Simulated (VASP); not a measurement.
# LiCl (Immm) in VASP: a series of runs

LiCl is run at these levels: r2SCAN; tasks: single point.

All numbers are computed with VASP 6.6.1; they aren't measurements. Logs are shortened: lines on timing, memory, paths and dates and some standing lists are left out, and cuts for length are marked.

## Step 1: The cell of the first run

It takes space group Immm (No. 71, orthorhombic). The conventional cell has a = 3.555 Å, b = 3.700 Å, c = 5.130 Å, α = 90.00°, β = 90.00°, γ = 90.00°. Li (site symmetry mmm) has 6 Cl at 2.56 to 2.57 Å within 3.4 Å. Within 3.4 Å of Cl (site symmetry mmm) lie 6 Li at 2.56 to 2.57 Å.

## Step 2: Single point, r2SCAN (strain -0.0400 x Voigt [0, 0, 0, 0, 1, 0])

Input file POSCAR:

```
LiCl
1.0
   -0.0512952000      2.5647600000      2.5647600000
    2.5134648000      0.0000000000      2.5134648000
    2.5647600000      2.5647600000     -0.0512952000
Li Cl
1 1
Direct
    0.0000000000      0.0000000000      0.0000000000
    0.5000000000      0.5000000000      0.5000000000
```

Input file INCAR.step1:

```
PREC     = Accurate       # precision mode
ENCUT    = 520            # plane-wave cutoff, eV
ISMEAR   = 0              # smearing method
SIGMA    = 0.05           # smearing width, eV
LREAL    = False          # projectors in reciprocal space
LASPH    = True           # aspherical terms in the spheres
NELM     = 60             # most SCF steps
NBANDS   = 12             # bands
GGA      = PE             # functional
ALGO     = Normal         # electronic algorithm
EDIFF    = 1E-4           # SCF threshold, eV
LWAVE    = True           # write WAVECAR
LCHARG   = False          # write CHGCAR
```

Input file INCAR.step2:

```
PREC     = Accurate       # precision mode
ENCUT    = 520            # plane-wave cutoff, eV
EDIFF    = 1E-6           # SCF threshold, eV
ISMEAR   = 0              # smearing method
SIGMA    = 0.05           # smearing width, eV
LREAL    = False          # projectors in reciprocal space
LASPH    = True           # aspherical terms in the spheres
NELM     = 60             # most SCF steps
ALGO     = Normal         # electronic algorithm
ISIF     = 2              # what is computed and relaxed
LWAVE    = False          # write WAVECAR
LCHARG   = False          # write CHGCAR
METAGGA  = R2SCAN         # meta-GGA
LMIXTAU  = True         
NBANDS   = 12             # bands
ISTART   = 1
```

Input file KPOINTS:

```
regular mesh
0
Gamma
  8 8 8
```

Potentials or basis: VASP PAW PBE potentials, release 64 (Li_sv, Cl).

The run is started by

```sh
$ cat potpaw_PBE.64/Li_sv/POTCAR potpaw_PBE.64/Cl/POTCAR > POTCAR
$ cp INCAR.step1 INCAR
$ mpirun -np 1 vasp_std > vasp.out
$ cp INCAR.step2 INCAR
$ mpirun -np 1 vasp_std > vasp.out
```

OUTCAR:

```text
PREC = Accurate
   ENCUT = 520
   EDIFF = 1E-6
   ISMEAR = 0
   LREAL = False
   LASPH = True
   NELM = 60
   ISIF = 2
   METAGGA = R2SCAN
   ISTART = 1

 ion  position               nearest neighbor table
   1  0.000  0.000  0.000-   2 2.56   2 2.56   2 2.57   2 2.57   2 2.57   2 2.57
   2  0.500  0.500  0.500-   1 2.56   1 2.56   1 2.57   1 2.57   1 2.57   1 2.57

  LATTYP: Found a body centered orthorhombic cell.
 ALAT       =     3.5545760087
 B/A-ratio  =     1.0408163265
 C/A-ratio  =     1.4430750636

  Lattice vectors:

 A1 = (   2.5647600000,  -2.5647600000,  -0.0512952000)
 A2 = (  -2.5647600000,  -2.5647600000,   0.0512952000)
 A3 = (   0.0512952000,   2.5647600000,  -2.5647600000)

Analysis of symmetry for initial positions (statically):
=====================================================================
 Subroutine PRICEL returns:
 Original cell was already a primitive cell.

 Routine SETGRP: Setting up the symmetry group for a
 body centered orthorhombic supercell.

 Subroutine GETGRP returns: Found  8 space group operations
 (whereof  8 operations were pure point group operations)
 out of a pool of  8 trial point group operations.

The static configuration has the point symmetry D_2h.

Analysis of symmetry for dynamics (positions and initial velocities):
=====================================================================
 Subroutine PRICEL returns:
 Original cell was already a primitive cell.

 Routine SETGRP: Setting up the symmetry group for a
 body centered orthorhombic supercell.

 Subroutine GETGRP returns: Found  8 space group operations
 (whereof  8 operations were pure point group operations)
 out of a pool of  8 trial point group operations.

The dynamic configuration has the point symmetry D_2h.

 Subroutine INISYM returns: Found  8 space group operations
 (whereof  8 operations are pure point group operations),
 and found     1 'primitive' translations

----------------------------------------------------------------------------------------

                                     Primitive cell

  volume of cell :      33.7285

  direct lattice vectors                    reciprocal lattice vectors
    -0.051295200  2.564760000  2.564760000    -0.191127466  0.194950015  0.191127466
     2.513464800  0.000000000  2.513464800     0.198928587 -0.194950015  0.198928587
     2.564760000  2.564760000 -0.051295200     0.191127466  0.194950015 -0.191127466

  length of vectors
     3.627481070  3.554576009  3.627481070     0.333264046  0.342272805  0.333264046

  position of ions in fractional coordinates (direct lattice)
     0.000000000  0.000000000  0.000000000
     0.500000000  0.500000000  0.500000000

  ion indices of the primitive-cell ions
   primitive index   ion index
                 1           1
                 2           2

----------------------------------------------------------------------------------------

 KPOINTS: regular mesh

Automatic generation of k-mesh.
 Grid dimensions read from file:
 generate k-points for:    8    8    8

 Generating k-lattice:

  Cartesian coordinates                     Fractional coordinates (reciprocal lattice)
    -0.023890933  0.024368752  0.023890933     0.125000000  0.000000000  0.000000000
     0.024866073 -0.024368752  0.024866073     0.000000000  0.125000000  0.000000000
     0.023890933  0.024368752 -0.023890933     0.000000000  0.000000000  0.125000000

  Length of vectors
     0.041658006  0.042784101  0.041658006

  Shift w.r.t. Gamma in fractional coordinates (k-lattice)
     0.000000000  0.000000000  0.000000000

 Subroutine IBZKPT returns following result:
 ===========================================

 Found     95 irreducible k-points:

 Following reciprocal coordinates:
            Coordinates               Weight
  0.000000  0.000000  0.000000      1.000000
  0.125000  0.000000  0.000000      4.000000
  0.250000  0.000000  0.000000      4.000000
  0.375000  0.000000  0.000000      4.000000
  0.500000  0.000000  0.000000      2.000000
  0.000000  0.125000 -0.000000      4.000000
[... 16 lines left out ...]
  0.125000  0.375000  0.000000      8.000000
  0.250000  0.375000  0.000000      8.000000
 [... further k-points ...]
   k-points           NKPTS =     95   k-points in BZ     NKDIM =     95   number of bands    NBANDS=     12
   number of dos      NEDOS =    301   number of ions     NIONS =      2
   total plane-waves  NPLWV =  21952
   dimension x,y,z NGX =    28 NGY =   28 NGZ =   28
   dimension x,y,z NGXF=    56 NGYF=   56 NGZF=   56
   ions per type =               1   1
   NGX,Y,Z   is equivalent  to a cutoff of  12.83, 13.10, 12.83 a.u.
   NGXF,Y,Z  is equivalent  to a cutoff of  25.66, 26.19, 25.66 a.u.
 SYSTEM =  unknown system
   PREC   = accura    normal or accurate (medium, high low for compatibility)
   ISTART =      1    job   : 0-new  1-cont  2-samecut
   ICHARG =      0    charge: 1-file 2-atom 10-const
   ISPIN  =      1    spin polarized calculation?
   LNONCOLLINEAR =      F non collinear calculations
   LSORBIT =      F    spin-orbit coupling
   LASPH  =      T    aspherical Exc in radial PAW
   ENCUT  =  520.0 eV  38.22 Ry    6.18 a.u.   6.74  6.61  6.74*2*pi/ulx,y,z
   NELM   =     60;   NELMIN=  2; NELMDL=  0     # of ELM steps
   EDIFF  = 0.1E-05   stopping-criterion for ELM
   LREAL  =      F    real-space projection
   EDIFFG = 0.1E-04   stopping-criterion for IOM
   NSW    =      0    number of steps for IOM
   IBRION =     -1    ionic relax: 0-MD 1-quasi-New 2-CG
   NFREE  =      0    steps in history (QN), initial steepest desc. (CG)
   ISIF   =      2    stress and relaxation
   ISYM   =      2    0-nonsym 1-usesym 2-fastsym
   POTIM  = 0.5000    time-step for ionic-motion
   TEBEG  =    0.0;   TEEND  =   0.0 temperature during run
   PSTRESS=    0.0 pullay stress
   NELECT =      10.0000    total number of electrons
   NUPDOWN=      -1.0000    fix difference up-down
   EMIN   =  10.00;   EMAX   =-10.00  energy-range for DOS
   EFERMI =   0.00;   METHOD = LEGACY
   ISMEAR =     0;   SIGMA  =   0.05  broadening in eV -4-tet -1-fermi 0-gaus
   EFERMI_NEDOS =   21; number of points for ismear=-14 and -15
   IALGO  =     38    algorithm
   IMIX   =      4    mixing-type and parameters
     AMIX     =   0.40;   BMIX     =  1.00
     AMIX_MAG =   1.60;   BMIX_MAG =  1.00
  volume/ion in A,a.u.               =      16.86       113.81
  Fermi-wavevector in a.u.,A,eV,Ry     =   1.091631  2.062884 16.213506  1.191659
  Thomas-Fermi vector in A             =   2.227881
   LORBIT       =      0    0 simple, 1 ext, 2 COOP (PROOUT), +10 PAW based schemes
   METAGGA = R2SCAN    functional components
   LHFCALC =     F    Hartree Fock is set to
   AEXX    =    0.0000 exact exchange contribution
   IVDW    =     0    specifies the selected vdW correction
   LEPSILON=     F    determine dielectric tensor
   LRPA    =     F    only Hartree local field effects (RPA)
 non-spin polarized calculation
 Gauss-broadening in eV      SIGMA  =   0.05
  energy-cutoff  :      520.00
  volume of cell :       33.73
 maximum number of plane-waves:       922
   NGX = 13   NGY = 13   NGZ = 13

 number of electron      10.0000003 magnetization

 Free energy of the ion-electron system (eV)
  ---------------------------------------------------
  ext. energy  EPLUGINS =         0.00000000
  ---------------------------------------------------
  free energy    TOTEN  =       -12.58200541 eV

  energy without entropy =      -12.58200541  energy(sigma->0) =      -12.58200541

 E-fermi :   0.7203     XC(G=0):  -9.1641

 val. band max:        0.3236226239   @ k =   0.0000   0.0000   0.0000
 cond. band min:       7.4835501377   @ k =   0.0000   0.0000   0.0000
 fundamental gap:      7.1599275138
 Fermi energy:         0.7202992459

 k-point     1 :       0.0000    0.0000    0.0000
  band No.  band energies     occupation
      1     -44.6277      2.00000
      2     -13.7910      2.00000
      3       0.0743      2.00000
      4       0.1899      2.00000
      5       0.3236      2.00000
      6       7.4836      0.00000
      7      12.5297      0.00000
      8      12.8694      0.00000
      9      13.1999      0.00000
     10      15.5780      0.00000
     11      15.5961      0.00000
     12      15.9944      0.00000

 k-point     2 :       0.1250    0.0000    0.0000
  band No.  band energies     occupation
      1     -44.6273      2.00000
      2     -13.7177      2.00000
      3      -0.3990      2.00000
      4       0.1196      2.00000
      5       0.2788      2.00000
      6       7.9412      0.00000
      7      11.9593      0.00000
      8      12.7592      0.00000
      9      13.1044      0.00000
     10      14.1459      0.00000
     11      14.3730      0.00000
     12      16.5135      0.00000

 k-point     3 :       0.2500    0.0000    0.0000
  band No.  band energies     occupation
      1     -44.6265      2.00000
      2     -13.5313      2.00000
      3      -1.4370      2.00000
      4       0.0379      2.00000
      5       0.1755      2.00000
      6       8.3379      0.00000
      7      11.7221      0.00000
      8      11.9565      0.00000
      9      11.9734      0.00000
     10      14.8138      0.00000
     11      15.2448      0.00000
     12      17.1261      0.00000
[... 286 lines left out ...]
 k-point    23 :       0.1250    0.3750    0.0000
  band No.  band energies     occupation
      1     -44.6254      2.00000
      2     -13.2865      2.00000
      3      -2.0019      2.00000
      4      -0.3381      2.00000
      5      -0.2578      2.00000
      6       8.5889      0.00000
      7      10.4495      0.00000
      8      11.6625      0.00000
      9      12.2066      0.00000
     10      15.4187      0.00000
     11      17.4714      0.00000
     12      18.3354      0.00000

 k-point    24 :       0.2500    0.3750    0.0000
  band No.  band energies     occupation
      1     -44.6252      2.00000
      2     -13.2160      2.00000
      3      -1.9540      2.00000
      4      -0.6801      2.00000
      5      -0.5679      2.00000
      6       9.5248      0.00000
      7      10.2197      0.00000
      8      10.9901      0.00000
      9      13.2717      0.00000
     10      14.8708      0.00000
     11      17.8497      0.00000
     12      19.7456      0.00000

 [... further k-points ...]
[... 5 lines left out ...]
  --------------------------------------------------------------------------------------
  -------------------------------------------------------------------------------------
  Total       -0.1783051     -0.1941872     -0.1783051     -0.0000000      0.0000000      0.2349950
  in kB       -8.4698907     -9.2243284     -8.4698907     -0.0000000      0.0000000     11.1627919
  external PRESSURE =      -8.7213699 kB  Pullay stress =       0.0000000 kB

 VOLUME and BASIS-vectors are now :
 -----------------------------------------------------------------------------
  energy-cutoff  :      520.00
  volume of cell :       33.73
      direct lattice vectors                 reciprocal lattice vectors
    -0.051295200  2.564760000  2.564760000    -0.191127466  0.194950015  0.191127466
     2.513464800  0.000000000  2.513464800     0.198928587 -0.194950015  0.198928587
     2.564760000  2.564760000 -0.051295200     0.191127466  0.194950015 -0.191127466

 POSITION                                       TOTAL-FORCE (eV/Angst)
 -----------------------------------------------------------------------------------
      0.00000      0.00000      0.00000        -0.000000      0.000000     -0.000000
      2.51346      2.56476      2.51346         0.000000      0.000000      0.000000
 -----------------------------------------------------------------------------------
    total drift:                                0.000000      0.000000      0.000000

  FREE ENERGIE OF THE ION-ELECTRON SYSTEM (eV)
  ---------------------------------------------------
  free  energy   TOTEN  =       -12.5820054091 eV

  energy  without entropy=      -12.5820054091  energy(sigma->0) =      -12.58200541
```

Wall time 3.6 min (1 thread of Intel Xeon Platinum 8259CL at 2.50GHz (Skylake/Cascade Lake), shared host); peak memory 0.17 GiB.

Results:

```
Free energy            : -12.5820 eV
Band gap on the k mesh : 7.16 eV, direct
```

Caveat: the cell differs from its parent crystal (strain -0.0400 x Voigt [0, 0, 0, 0, 1, 0]); the cutoff is under 1.25 times the usual one of these potentials, so pressure, stress and relaxed cells hold a basis-set (Pulay) error; the PAW data sets were made with another functional, which shifts forces and pressure a little. A k mesh can miss the band edges.

## Step 3: Single point, r2SCAN (strain +0.0300 x Voigt [0, 0, 0, 0, 1, 0])

Input file POSCAR:

```
LiCl
1.0
    0.0384714000      2.5647600000      2.5647600000
    2.6032314000      0.0000000000      2.6032314000
    2.5647600000      2.5647600000      0.0384714000
Li Cl
1 1
Direct
    0.0000000000      0.0000000000      0.0000000000
    0.5000000000      0.5000000000      0.5000000000
```

Input file INCAR.step1:

```
SYSTEM = LiCl
  ALGO = Normal
  EDIFF = 1E-4
  ENCUT = 520
  GGA = PE
  ISMEAR = 0
  LASPH = .TRUE.
  LCHARG = .FALSE.
  LREAL = .FALSE.
  LWAVE = .TRUE.
  NBANDS = 12
  NELM = 100
  PREC = Accurate
  SIGMA = 0.05
```

Input file INCAR.step2:

```
SYSTEM = LiCl
  ALGO = Normal
  EDIFF = 1E-7
  ENCUT = 520
  ISIF = 2
  ISMEAR = 0
  ISTART = 1
  LASPH = .TRUE.
  LCHARG = .FALSE.
  LMIXTAU = .TRUE.
  LREAL = .FALSE.
  LWAVE = .FALSE.
  METAGGA = R2SCAN
  NBANDS = 12
  NELM = 100
  PREC = Accurate
  SIGMA = 0.05
```

Input file KPOINTS:

```
k-points
0
G
  8 8 8
  0 0 0
```

Potentials or basis: VASP PAW PBE potentials, release 64 (Li_sv, Cl).

The run is started by

```sh
$ cat potpaw_PBE.64/Li_sv/POTCAR potpaw_PBE.64/Cl/POTCAR > POTCAR
$ cp INCAR.step1 INCAR
$ mpirun -np 1 vasp_std > vasp.out
$ cp INCAR.step2 INCAR
$ mpirun -np 1 vasp_std > vasp.out
```

Run time: 3.7 min. Hardware: 1 thread of Intel Xeon Platinum 8259CL at 2.50GHz (Skylake/Cascade Lake), shared host; peak memory 0.17 GiB.

Results (log left out):

```yaml
Free_energy: -12.5841 eV
Band_gap_on_the_k_mesh: 7.20 eV, direct
```

Levels at points of the mesh, in eV from the valence-band top:
```
           k point  band 2  band 3  band 4  band 5  band 6  band 7  band 8  band 9
(0.00, 0.00, 0.00)  -14.08   -0.19   -0.10    0.00    7.20   12.32   12.57   12.82
(0.50, 0.00, 0.00)  -13.47   -2.92   -0.45   -0.38    7.36   10.02   10.21   14.24
(0.00, 0.50, 0.00)  -13.52   -2.95   -0.36   -0.28    7.52   10.23   10.43   13.98
(0.50, 0.50, 0.00)  -13.24   -3.03   -1.22   -1.22    8.68    8.83   13.44   15.32
(0.50, 0.00, 0.50)  -13.25   -3.03   -1.35   -1.08    8.57    8.94   13.48   15.26
```

Caveat: the cell differs from its parent crystal (strain +0.0300 x Voigt [0, 0, 0, 0, 1, 0]); the cutoff is under 1.25 times the usual one of these potentials, so pressure, stress and relaxed cells hold a basis-set (Pulay) error; the PAW data sets were made with another functional, which shifts forces and pressure a little.

## Step 4: Single point, r2SCAN (strain -0.0200 x Voigt [0, 0, 0, 0, 1, 0])

Input file POSCAR:

```
LiCl
1.0
   -0.0256476000      2.5647600000      2.5647600000
    2.5391124000      0.0000000000      2.5391124000
    2.5647600000      2.5647600000     -0.0256476000
Li Cl
1 1
Direct
    0.0000000000      0.0000000000      0.0000000000
    0.5000000000      0.5000000000      0.5000000000
```

Input file INCAR.step1:

```
PREC = Accurate
ENCUT = 520
ISMEAR = 0
SIGMA = 0.05
LREAL = F
LASPH = T
NELM = 60
NBANDS = 12
GGA = PE
ALGO = Normal
EDIFF = 1E-4
LWAVE = T
LCHARG = F
```

Input file INCAR.step2:

```
PREC = Accurate
ENCUT = 520
EDIFF = 1E-6
ISMEAR = 0
SIGMA = 0.05
LREAL = F
LASPH = T
NELM = 60
ALGO = Normal
ISIF = 2
LWAVE = F
LCHARG = F
METAGGA = R2SCAN
LMIXTAU = T
NBANDS = 12
ISTART = 1
```

Input file KPOINTS:

```
regular mesh
0
Gamma
  8 8 8
```

The run is started by

```sh
$ cat potpaw_PBE.64/Li_sv/POTCAR potpaw_PBE.64/Cl/POTCAR > POTCAR
$ cp INCAR.step1 INCAR
$ mpirun -np 1 vasp_std > vasp.out
$ cp INCAR.step2 INCAR
$ mpirun -np 1 vasp_std > vasp.out
```

It took 3.4 min on 1 thread of Intel Xeon Platinum 8259CL at 2.50GHz (Skylake/Cascade Lake), shared host; peak memory 0.17 GiB.

Results (log left out):

```yaml
Free_energy: -12.5856 eV
Band_gap_on_the_k_mesh: 7.23 eV, direct
```

Levels at points of the mesh, in eV from the valence-band top:
| k point | band 2 | band 3 | band 4 | band 5 | band 6 | band 7 | band 8 | band 9 |
| --- | --- | --- | --- | --- | --- | --- | --- | --- |
| (0.00, 0.00, 0.00) | -14.05 | -0.12 | -0.06 | 0.00 | 7.23 | 12.43 | 12.60 | 12.77 |
| (0.50, 0.00, 0.00) | -13.48 | -2.92 | -0.33 | -0.28 | 7.52 | 10.26 | 10.39 | 14.05 |
| (0.00, 0.50, 0.00) | -13.45 | -2.90 | -0.39 | -0.35 | 7.42 | 10.12 | 10.25 | 14.23 |
| (0.50, 0.50, 0.00) | -13.21 | -3.00 | -1.19 | -1.19 | 8.71 | 8.86 | 13.49 | 15.36 |
| (0.50, 0.00, 0.50) | -13.21 | -3.00 | -1.28 | -1.09 | 8.65 | 8.93 | 13.51 | 15.31 |

Caveat: the cell differs from its parent crystal (strain -0.0200 x Voigt [0, 0, 0, 0, 1, 0]); the cutoff is under 1.25 times the usual one of these potentials, so pressure, stress and relaxed cells hold a basis-set (Pulay) error; the PAW data sets were made with another functional, which shifts forces and pressure a little.

(Part 1 of 2 ends here.)
